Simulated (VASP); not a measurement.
Wanted: the native input for a VASP 6.6.1 run.

```
Task                   : single point
Functional             : PBEsol
Potentials or basis    : VASP PAW PBE potentials, release 64 (H)
Cutoff                 : 520 eV
k mesh                 : 1 × 1 × 1
Occupations            : methfessel-paxton, width 0.02 eV
Spin                   : no spin polarisation
Dipole correction      : no
Further INCAR settings : ALGO = Normal; EDIFF = 1e-06; NBANDS = 8
```

The structure of H2 lies in POSCAR:

```
H
1.0
    9.0000000000      0.0000000000      0.0000000000
    0.0000000000      9.5000000000      0.0000000000
    0.0000000000      0.0000000000     10.0000000000
H
2
Direct
    0.5000000000      0.5000000000      0.4621109440
    0.5000000000      0.5000000000      0.5378890560
```

The input as run:

INCAR

```
PREC = Accurate
ENCUT = 520
EDIFF = 1E-6
ISMEAR = 1
SIGMA = 0.02
LREAL = False
LASPH = True
NELM = 80
ALGO = Normal
ISIF = 2
LWAVE = False
LCHARG = False
GGA = PS
NBANDS = 8
```

KPOINTS

```
Automatic mesh
0
Gamma
  1 1 1
```

Potentials or basis: VASP PAW PBE potentials, release 64 (H).

Launch:

```sh
$ cat potpaw_PBE.64/H/POTCAR > POTCAR
$ mpirun -np 1 vasp_gam > vasp.out
```

Results of the run:

```yaml
Largest_force: 0.019 eV/Å
Gap_between_the_frontier_levels: 9.94 eV
```

Caveat: the PAW data sets were made with another functional, which shifts forces and pressure a little.

It took 41 s on 1 thread of Intel(R) Xeon(R) Platinum 8259CL CPU @ 2.50GHz (Skylake/Cascade Lake), on a shared host, peak memory 0.65 GiB.
